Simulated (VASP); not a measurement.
# Si4S (R-3m) in VASP: a series of runs

Si4S is run at these levels: PBE; tasks: single point, relaxation of cell and atoms.

All numbers are computed with VASP 6.6.1; they aren't measurements. Logs are shortened: lines on timing, memory, paths and dates and some standing lists are left out, and cuts for length are marked.

**1. The cell of the first run**

It takes space group R-3m (No. 166, trigonal). The conventional cell has a = 3.909 Å, b = 3.909 Å, c = 24.356 Å, α = 90.00°, β = 90.00°, γ = 120.00°. Si (site symmetry 3m) has 1 S at 2.13 Å and 3 Si at 2.38 Å within 2.8 Å. Within 3.1 Å of Si (site symmetry 3m) lie 4 Si at 2.37 to 2.38 Å. Within 2.8 Å of S (site symmetry -3m) lie 2 Si at 2.13 Å.

**2. Single point, PBE**

Contents of INCAR:

```
ALGO = Normal
EDIFF = 1E-6
ENCUT = 520
GGA = PE
ISIF = 2
ISMEAR = 0
LASPH = True
LCHARG = False
LREAL = False
LWAVE = False
NBANDS = 19
NELM = 100
PREC = Accurate
SIGMA = 0.2
```

Contents of KPOINTS:

```
k-points
0
Gamma
  5 5 5
```

Contents of POSCAR:

```
Si4S
1.0
    1.9542632721      1.1282944279      8.1186486050
   -1.9542632721      1.1282944279      8.1186486050
    0.0000000000     -2.2565888507      8.1186486057
Si S
4 1
Direct
    0.9126571324      0.9126571324      0.9126571324
    0.0873428676      0.0873428676      0.0873428676
    0.4513678373      0.4513678373      0.4513678373
    0.5486321627      0.5486321627      0.5486321627
    0.0000000000      0.0000000000      0.0000000000
```

Potentials or basis: VASP PAW PBE potentials, release 64 (Si, S).

On the command line:

```console
$ cat potpaw_PBE.64/Si/POTCAR potpaw_PBE.64/S/POTCAR > POTCAR
$ mpirun -np 1 vasp_std > vasp.out
```

OUTCAR:

```text
EDIFF = 1E-6
   ENCUT = 520
   GGA = PE
   ISIF = 2
   ISMEAR = 0
   LASPH = True
   LREAL = False
   NELM = 100
   PREC = Accurate

 ion  position               nearest neighbor table
   1  0.913  0.913  0.913-   5 2.13   4 2.38   4 2.38   4 2.38
   2  0.087  0.087  0.087-   5 2.13   3 2.38   3 2.38   3 2.38
   3  0.451  0.451  0.451-   4 2.37   2 2.38   2 2.38   2 2.38
   4  0.549  0.549  0.549-   3 2.37   1 2.38   1 2.38   1 2.38
   5  0.000  0.000  0.000-   1 2.13   2 2.13

  LATTYP: Found a trigonal (rhomboedric) cell.
 ALAT       =     8.4264256019
 COS(alpha) =     0.8924254955

  Lattice vectors:

 A1 = (   1.9542632721,   1.1282944279,   8.1186486050)
 A2 = (  -1.9542632721,   1.1282944279,   8.1186486050)
 A3 = (   0.0000000000,  -2.2565888507,   8.1186486057)

Analysis of symmetry for initial positions (statically):
=====================================================================
 Subroutine PRICEL returns:
 Original cell was already a primitive cell.

 Routine SETGRP: Setting up the symmetry group for a
 trigonal (rhombohedral) supercell.

 Subroutine GETGRP returns: Found 12 space group operations
 (whereof 12 operations were pure point group operations)
 out of a pool of 12 trial point group operations.

The static configuration has the point symmetry D_3d.

Analysis of symmetry for dynamics (positions and initial velocities):
=====================================================================
 Subroutine PRICEL returns:
 Original cell was already a primitive cell.

 Routine SETGRP: Setting up the symmetry group for a
 trigonal (rhombohedral) supercell.

 Subroutine GETGRP returns: Found 12 space group operations
 (whereof 12 operations were pure point group operations)
 out of a pool of 12 trial point group operations.

The dynamic configuration has the point symmetry D_3d.

 Subroutine INISYM returns: Found 12 space group operations
 (whereof 12 operations are pure point group operations),
 and found     1 'primitive' translations

----------------------------------------------------------------------------------------

                                     Primitive cell

  volume of cell :     107.4090

  direct lattice vectors                    reciprocal lattice vectors
     1.954263272  1.128294428  8.118648605     0.255850891  0.147715581  0.041057736
    -1.954263272  1.128294428  8.118648605    -0.255850891  0.147715581  0.041057736
     0.000000000 -2.256588851  8.118648606     0.000000000 -0.295431162  0.041057736

  length of vectors
     8.426425602  8.426425602  8.426425602     0.298270530  0.298270530  0.298270530

  position of ions in fractional coordinates (direct lattice)
     0.912657132  0.912657132  0.912657132
     0.087342868  0.087342868  0.087342868
     0.451367837  0.451367837  0.451367837
     0.548632163  0.548632163  0.548632163
     0.000000000  0.000000000  0.000000000

  ion indices of the primitive-cell ions
   primitive index   ion index
                 1           1
                 2           2
                 3           3
                 4           4
                 5           5

----------------------------------------------------------------------------------------

 KPOINTS: k-points

Automatic generation of k-mesh.
 Grid dimensions read from file:
 generate k-points for:    5    5    5

 Generating k-lattice:

  Cartesian coordinates                     Fractional coordinates (reciprocal lattice)
     0.051170178  0.029543116  0.008211547     0.200000000  0.000000000  0.000000000
    -0.051170178  0.029543116  0.008211547     0.000000000  0.200000000  0.000000000
     0.000000000 -0.059086232  0.008211547     0.000000000  0.000000000  0.200000000

  Length of vectors
     0.059654106  0.059654106  0.059654106

  Shift w.r.t. Gamma in fractional coordinates (k-lattice)
     0.000000000  0.000000000  0.000000000

 Subroutine IBZKPT returns following result:
 ===========================================

 Found     19 irreducible k-points:

 Following reciprocal coordinates:
            Coordinates               Weight
  0.000000  0.000000  0.000000      1.000000
  0.200000  0.000000  0.000000      6.000000
  0.400000  0.000000  0.000000      6.000000
  0.200000  0.200000  0.000000      6.000000
  0.400000  0.200000  0.000000     12.000000
 -0.400000  0.200000 -0.000000     12.000000
[... 11 lines left out ...]
  0.400000  0.400000  0.400000      2.000000
 -0.400000  0.400000  0.400000      6.000000
   k-points           NKPTS =     19   k-points in BZ     NKDIM =     19   number of bands    NBANDS=     19
   number of dos      NEDOS =    301   number of ions     NIONS =      5
   total plane-waves  NPLWV = 262144
   dimension x,y,z NGX =    64 NGY =   64 NGZ =   64
   dimension x,y,z NGXF=   128 NGYF=  128 NGZF=  128
   ions per type =               4   1
   NGX,Y,Z   is equivalent  to a cutoff of  12.63, 12.63, 12.63 a.u.
[... 101 lines left out ...]

 k-point     4 :       0.2000    0.2000    0.0000
  band No.  band energies     occupation
      1      -8.6460      2.00000
      2      -5.9486      2.00000
      3      -5.1595      2.00000
      4      -1.1233      2.00000
      5       0.7092      2.00000
      6       1.5245      2.00000
[... 11 lines left out ...]
     18       9.5893      0.00000
     19       9.6200      0.00000

 k-point     5 :       0.4000    0.2000    0.0000
  band No.  band energies     occupation
      1      -8.4080      2.00000
      2      -5.3477      2.00000
      3      -4.2781      2.00000
      4      -1.7722      2.00000
      5      -0.5916      2.00000
      6       0.6392      2.00000
[... 11 lines left out ...]
     18       9.4509      0.00000
     19      10.8718      0.00000

 k-point     6 :      -0.4000    0.2000   -0.0000
  band No.  band energies     occupation
      1      -8.2571      2.00000
      2      -4.4956      2.00000
      3      -3.5451      2.00000
      4      -2.5439      2.00000
      5      -1.8198      2.00000
      6       0.4441      2.00000
[... 11 lines left out ...]
     18      11.7011      0.00000
     19      12.0196      0.00000

 k-point     7 :      -0.2000    0.2000    0.0000
  band No.  band energies     occupation
      1      -8.4146      2.00000
      2      -4.9857      2.00000
      3      -4.7953      2.00000
      4      -1.1907      2.00000
      5      -0.9747      2.00000
      6       0.8813      2.00000
[... 11 lines left out ...]
     18       9.4674      0.00000
     19      10.0950      0.00000

 k-point     8 :       0.4000    0.4000    0.0000
  band No.  band energies     occupation
      1      -8.3475      2.00000
      2      -5.0266      2.00000
      3      -4.1325      2.00000
      4      -2.1409      2.00000
      5      -0.9584      2.00000
      6      -0.0946      2.00000
[... 146 lines left out ...]
 k-point    15 :      -0.4000    0.4000    0.2000
  band No.  band energies     occupation
      1      -8.3971      2.00000
      2      -5.5850      2.00000
      3      -3.6300      2.00000
      4      -2.4848      2.00000
      5      -0.2972      2.00000
      6       0.2785      2.00000
[... 11 lines left out ...]
     18       9.7481      0.00000
     19      10.0600      0.00000

 k-point    16 :      -0.2000    0.4000    0.2000
  band No.  band energies     occupation
      1      -8.2566      2.00000
      2      -4.3838      2.00000
      3      -3.8596      2.00000
      4      -2.1959      2.00000
      5      -1.8246      2.00000
      6       0.0814      2.00000
[... 11 lines left out ...]
     18      11.0334      0.00000
     19      12.0382      0.00000

 k-point    17 :      -0.4000   -0.4000    0.2000
  band No.  band energies     occupation
      1      -8.3416      2.00000
      2      -5.2442      2.00000
      3      -3.5147      2.00000
      4      -2.6727      2.00000
      5      -1.0743      2.00000
      6       0.0803      2.00000
[... 11 lines left out ...]
     18      10.6111      0.00000
     19      11.8127      0.00000

 k-point    18 :       0.4000    0.4000    0.4000
  band No.  band energies     occupation
      1      -8.7686      2.00000
      2      -6.8108      2.00000
      3      -4.6338      2.00000
      4      -2.3049      2.00000
      5       2.4844      2.00000
      6       2.9640      2.00000
[... 11 lines left out ...]
     18       8.1764      0.00000
     19      10.2893      0.00000

 k-point    19 :      -0.4000    0.4000    0.4000
  band No.  band energies     occupation
      1      -8.6098      2.00000
      2      -6.4211      2.00000
      3      -4.1656      2.00000
      4      -2.3894      2.00000
      5       1.0313      2.00000
      6       1.8183      2.00000
[... 11 lines left out ...]
     18       9.6152      0.00000
     19       9.9234      0.00000

------------------------ aborting loop because EDIFF is reached ----------------------------------------

  FORCE on cell =-STRESS in cart. coord.  units (eV):
  Direction    XX          YY          ZZ          XY          YZ          ZX
  --------------------------------------------------------------------------------------
  -------------------------------------------------------------------------------------
  Total        0.0033105      0.0033105     -0.1590658      0.0000000     -0.0000000      0.0000000
  in kB        0.0493821      0.0493821     -2.3727216      0.0000000     -0.0000000      0.0000000
  external PRESSURE =      -0.7579858 kB  Pullay stress =       0.0000000 kB

 VOLUME and BASIS-vectors are now :
 -----------------------------------------------------------------------------
  energy-cutoff  :      520.00
  volume of cell :      107.41
      direct lattice vectors                 reciprocal lattice vectors
     1.954263272  1.128294428  8.118648605     0.255850891  0.147715581  0.041057736
    -1.954263272  1.128294428  8.118648605    -0.255850891  0.147715581  0.041057736
     0.000000000 -2.256588851  8.118648606     0.000000000 -0.295431162  0.041057736

 POSITION                                       TOTAL-FORCE (eV/Angst)
 -----------------------------------------------------------------------------------
      0.00000      0.00000     22.22863         0.000000      0.000000      0.039239
      0.00000      0.00000      2.12732         0.000000     -0.000000     -0.039239
      0.00000      0.00000     10.99349         0.000000      0.000000      0.019523
      0.00000      0.00000     13.36246         0.000000     -0.000000     -0.019523
      0.00000      0.00000      0.00000         0.000000      0.000000      0.000000
 -----------------------------------------------------------------------------------
    total drift:                                0.000000     -0.000000     -0.000000

  FREE ENERGIE OF THE ION-ELECTRON SYSTEM (eV)
  ---------------------------------------------------
  free  energy   TOTEN  =       -25.5194619236 eV

  energy  without entropy=      -25.5089286428  energy(sigma->0) =      -25.51419528
```

Run time: 4.5 min. Hardware: 1 thread of Intel Xeon 8259CL, shared host; peak memory 0.51 GiB.

Results:

```
Free energy            : -25.5195 eV
Pressure               : -0.1 GPa
Largest force          : 0.039 eV/Å
Band gap on the k mesh : 0.15 eV (least direct gap 0.73 eV)
```

Forces in eV/Å, atoms in the order of the input:
```
Si   0.000  0.000  0.039
Si   0.000  0.000 -0.039
Si   0.000  0.000  0.020
Si   0.000  0.000 -0.020
S    0.000  0.000  0.000
```

Stress tensor (GPa, compression positive):
```
 0.00  0.00  0.00
 0.00  0.00  0.00
 0.00  0.00 -0.24
```

Caveat: semilocal functionals underestimate gaps, and a narrow one can read as zero. A k mesh can miss the band edges.

**3. Relaxation of cell and atoms, PBE**

This run uses another cell than the first one, of 20.77 Å³/atom.

Contents of INCAR:

```
SYSTEM = Si4S
ALGO     = Normal         ! electronic algorithm
EDIFF    = 1E-7           ! SCF threshold, eV
EDIFFG   = -0.08          ! ionic threshold
ENCUT    = 600            ! plane-wave cutoff, eV
GGA      = PE             ! functional
IBRION   = 2              ! ionic algorithm
ISIF     = 3              ! what is computed and relaxed
ISMEAR   = 0              ! smearing method
LASPH    = .True.         ! aspherical terms in the spheres
LCHARG   = .False.        ! write CHGCAR
LREAL    = .False.        ! projectors in reciprocal space
LWAVE    = .False.        ! write WAVECAR
NELM     = 60             ! most SCF steps
NSW      = 36             ! ionic steps
PREC     = Accurate       ! precision mode
SIGMA    = 0.2            ! smearing width, eV
```

Contents of KPOINTS:

```
k-points
0
Gamma
  5 5 5
  0 0 0
```

Contents of POSCAR:

```
Si4S
1.0
    1.9200000000      1.1085125200      8.1333333300
   -1.9200000000      1.1085125200      8.1333333300
    0.0000000000     -2.2170250300      8.1333333300
Si S
4 1
Direct
    0.9130000000      0.9130000000      0.9130000000
    0.0870000000      0.0870000000      0.0870000000
    0.4520000000      0.4520000000      0.4520000000
    0.5480000000      0.5480000000      0.5480000000
    0.0000000000      0.0000000000      0.0000000000
```

Potentials or basis: VASP PAW PBE potentials, release 64 (Si, S).

On the command line:

```console
$ cat potpaw_PBE.64/Si/POTCAR potpaw_PBE.64/S/POTCAR > POTCAR
$ mpirun -np 1 vasp_std > vasp.out
```

It took 13 min on 1 thread of Intel Xeon 8259CL, shared host; peak memory 0.74 GiB.

It converged, with:

```
Free energy                           : -25.5195 eV
Relaxed volume                        : 21.48 Å³/atom
Relaxed cell                          : a = 8.434 Å, b = 8.434 Å, c = 8.434 Å, α = 26.78°, β = 26.78°, γ = 26.78°
Space group after relaxing (to 0.1 Å) : R-3m (No. 166)
Energy gained by relaxing             : 7.5 meV/atom
Ionic steps                           : 4
Pressure after relaxing               : 0.0 GPa
Largest force after relaxing          : 0.066 eV/Å
Band gap on the k mesh                : 0.14 eV (least direct gap 0.73 eV)
```

Forces in eV/Å, atoms in the order of the input:
```
Si   0.000  0.000 -0.066
Si   0.000  0.000  0.066
Si   0.000  0.000 -0.040
Si   0.000  0.000  0.040
S    0.000  0.000  0.000
```

Step by step:
```
step  energy change (eV)  largest force (eV/Å)  pressure (GPa)  volume (Å³)
   1              0.0000                0.1205            2.37       103.86
   2             -0.0322                0.1835           -0.82       108.54
   3             -0.0345                0.1745           -0.20       107.52
   4             -0.0377                0.0659           -0.01       107.38
```

Final structure:
```cif
data_structure
_symmetry_space_group_name_H-M 'P 1'
_symmetry_Int_Tables_number 1
_cell_length_a 8.4338
_cell_length_b 8.4338
_cell_length_c 8.4338
_cell_angle_alpha 26.779
_cell_angle_beta 26.779
_cell_angle_gamma 26.779
_cell_volume 107.38
loop_
_atom_site_label
_atom_site_type_symbol
_atom_site_fract_x
_atom_site_fract_y
_atom_site_fract_z
_atom_site_occupancy
Si1 Si 0.91293 0.91293 0.91293 1
Si2 Si 0.08707 0.08707 0.08707 1
Si3 Si 0.45147 0.45147 0.45147 1
Si4 Si 0.54853 0.54853 0.54853 1
S1 S 0.00000 0.00000 0.00000 1
```

Levels at points of the mesh, in eV from the valence-band top:
```csv
k point,band 7,band 8,band 9,band 10,band 11,band 12,band 13,band 14,band 15
"(0.00, 0.00, 0.00)",-2.34,-1.05,-1.05,-0.65,-0.65,0.80,1.60,2.75,2.75
```

Caveat: semilocal functionals underestimate gaps, and a narrow one can read as zero; the relaxation stopped at a loose force limit of 0.08 eV/Å, so its end isn't a converged minimum.

**4. Single point, PBE**

Contents of INCAR:

```
SYSTEM = Si4S
ALGO     = Normal         ! electronic algorithm
EDIFF    = 1E-7           ! SCF threshold, eV
ENCUT    = 520            ! plane-wave cutoff, eV
GGA      = PE             ! functional
ISIF     = 2              ! what is computed and relaxed
ISMEAR   = 0              ! smearing method
LASPH    = .TRUE.         ! aspherical terms in the spheres
LCHARG   = .TRUE.         ! write CHGCAR
LELF     = .TRUE.         ! ELF
LREAL    = .FALSE.        ! projectors in reciprocal space
LVHAR    = .TRUE.       
LWAVE    = .FALSE.        ! write WAVECAR
NBANDS   = 19             ! bands
NELM     = 60             ! most SCF steps
PREC     = Accurate       ! precision mode
SIGMA    = 0.1            ! smearing width, eV
```

Contents of KPOINTS:

```
k-points
0
G
  12 12 12
  0 0 0
```

Contents of POSCAR:

```
Si4S
1.0
    1.9533070405      1.1277423457      8.1291152790
   -1.9533070405      1.1277423457      8.1291152790
    0.0000000000     -2.2554846913      8.1291152790
Si S
4 1
Direct
    0.9128221703      0.9128221703      0.9128221703
    0.0871778297      0.0871778297      0.0871778297
    0.4514119122      0.4514119122      0.4514119122
    0.5485880878      0.5485880878      0.5485880878
    0.0000000000      0.0000000000      0.0000000000
```

On the command line:

```console
$ cat potpaw_PBE.64/Si/POTCAR potpaw_PBE.64/S/POTCAR > POTCAR
$ mpirun -np 1 vasp_std > vasp.out
```

It took 40 min on 1 thread of Intel Xeon 8259CL, shared host; peak memory 0.74 GiB.

The run converged. Its results:

```
Free energy            : -25.5879 eV
Pressure               : -0.1 GPa
Largest force          : 0.029 eV/Å
Band gap on the k mesh : zero (bands 11 and 12 overlap by 0.27 eV)
```

Forces in eV/Å, atoms in the order of the input:
```
Si   0.000  0.000  0.029
Si   0.000  0.000 -0.029
Si   0.000  0.000  0.003
Si   0.000  0.000 -0.003
S    0.000  0.000  0.000
```

Stress tensor (GPa, compression positive):
```
-0.07  0.00  0.00
 0.00 -0.07  0.00
 0.00  0.00 -0.24
```

Levels at points of the mesh, in eV from the Fermi level:
```tsv
k point	band 7	band 8	band 9	band 10	band 11	band 12	band 13	band 14	band 15	band 16
(0.00, 0.00, 0.00)	-2.32	-1.06	-1.06	-0.63	-0.63	0.81	1.60	2.75	2.75	3.05
(0.50, 0.00, 0.00)	-3.82	-3.09	-3.07	-1.39	-0.61	-0.20	0.61	1.32	2.33	3.57
(0.50, 0.50, 0.00)	-3.49	-3.26	-3.03	-2.28	-1.26	0.47	1.47	2.31	2.57	4.39
(0.50, 0.50, 0.50)	-2.18	-1.62	-1.62	0.06	0.06	0.64	0.95	1.43	2.27	2.27
```

**5. The runs side by side**

```tsv
task	cell	k mesh	cutoff (eV)	smearing	gap on the mesh (eV)	pressure (GPa)	largest force (eV/Å)
single point	a = 8.426 Å, angles 26.8°, 5 atoms, atomic positions A	5 × 5 × 5	520	gaussian 0.2 eV	0.15	-0.1	0.04
relaxation of cell and atoms	relaxed from a = 8.430 Å, angles 26.3°, 5 atoms, atomic positions B	5 × 5 × 5	600	gaussian 0.2 eV	0.14	0.0	0.07
single point	a = 8.436 Å, angles 26.8°, 5 atoms, atomic positions C	12 × 12 × 12	520	gaussian 0.1 eV	none	-0.1	0.03
```

Alike in all rows: level PBE; potentials or basis VASP PAW PBE potentials, release 64 (Si, S); no spin polarisation.

Caveats: semilocal functionals underestimate gaps, and a narrow one can read as zero (at least some runs); the relaxation stopped at a loose force limit of 0.08 eV/Å, so its end isn't a converged minimum (at least some runs).

Total energies depend on the potentials used, so only differences within one code and one set of settings carry meaning.
